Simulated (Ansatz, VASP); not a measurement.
## Ca: VASP beside Ansatz

```
CELL_PARAMETERS angstrom
3.67048 0.00000 0.00000
-1.83524 3.17873 0.00000
0.00000 0.00000 12.05656
ATOMIC_POSITIONS crystal
Ca 0.00000 0.00000 0.00000
Ca 0.00000 0.00000 0.50000
Ca 0.33333 0.66667 0.25000
Ca 0.66667 0.33333 0.75000
```

Alike in both runs: task single point; functional LDA; k mesh 11 × 11 × 3; occupations fermi-dirac, width 0.1 eV; no spin polarisation.

```csv
,VASP,Ansatz
version,VASP 6.6.1,Ansatz 0.2.0
potentials or method,"VASP PAW LDA potentials, release 64 (Ca_sv), cutoff 520 eV","plane waves (420 eV) with PAW, scalar-relativistic"
valence electrons in the cell,40,40
```

```tsv
	VASP	Ansatz	Ansatz less VASP
pressure (GPa)	1.8	1.8	-0.01
```

Ansatz warns that its potentials were made for another functional, while VASP's fit it. LDA's correlation is that of Perdew and Zunger in VASP and of Perdew and Wang (1992) in Ansatz.
